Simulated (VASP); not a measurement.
Wanted: the native input for a VASP 6.6.1 run.

```
Task                   : single point
Functional             : PBEsol
Potentials or basis    : VASP PAW PBE potentials, release 64 (C, O)
Cutoff                 : 520 eV
k mesh                 : 4 × 4 × 4
Occupations            : gaussian, width 0.1 eV
Spin                   : no spin polarisation
Dipole correction      : no
Further INCAR settings : ALGO = Normal; EDIFF = 1e-06; NBANDS = 30
```

The structure of CO lies in POSCAR:

```
CO
1.0
    5.7055917112      0.0000000000      0.0000000000
    0.0000000000      5.7055917112      0.0000000000
    0.0000000000      0.0000000000      5.7055917112
C O
4 4
Direct
    0.9635712236      0.9635712236      0.9635712236
    0.5364287764      0.0364287764      0.4635712236
    0.4635712236      0.5364287764      0.0364287764
    0.0364287764      0.4635712236      0.5364287764
    0.0781861302      0.0781861302      0.0781861302
    0.4218138698      0.9218138698      0.5781861302
    0.5781861302      0.4218138698      0.9218138698
    0.9218138698      0.5781861302      0.4218138698
```

One way to write it, as run:

INCAR

```
SYSTEM = CO
PREC     = Accurate       ! precision mode
ENCUT    = 520            ! plane-wave cutoff, eV
EDIFF    = 1E-6           ! SCF threshold, eV
ISMEAR   = 0              ! smearing method
SIGMA    = 0.1            ! smearing width, eV
LREAL    = .False.        ! projectors in reciprocal space
LASPH    = .True.         ! aspherical terms in the spheres
NELM     = 80             ! most SCF steps
ALGO     = Normal         ! electronic algorithm
ISIF     = 2              ! what is computed and relaxed
LWAVE    = .False.        ! write WAVECAR
LCHARG   = .False.        ! write CHGCAR
GGA      = PS             ! functional
NBANDS   = 30             ! bands
```

KPOINTS

```
regular mesh
0
Gamma
  4 4 4
  0 0 0
```

Potentials or basis: VASP PAW PBE potentials, release 64 (C, O).

Command:

```bash
$ cat potpaw_PBE.64/C/POTCAR potpaw_PBE.64/O/POTCAR > POTCAR
$ mpirun -np 1 vasp_std > vasp.out
```

Results of the run:

```json
{
 "Pressure": "1.4 GPa",
 "Largest force": "1.037 eV/Å",
 "Band gap on the k mesh": "6.00 eV"
}
```

Caveat: this functional lacks dispersion, which holds the molecules together, so the pressure and a relaxed volume are unreliable; the PAW data sets were made with another functional, which shifts forces and pressure a little.

Run time: 28 s on 1 thread of AMD EPYC 9R45 96-Core Processor (Zen 5), with other jobs on the host, peak memory 0.22 GiB.
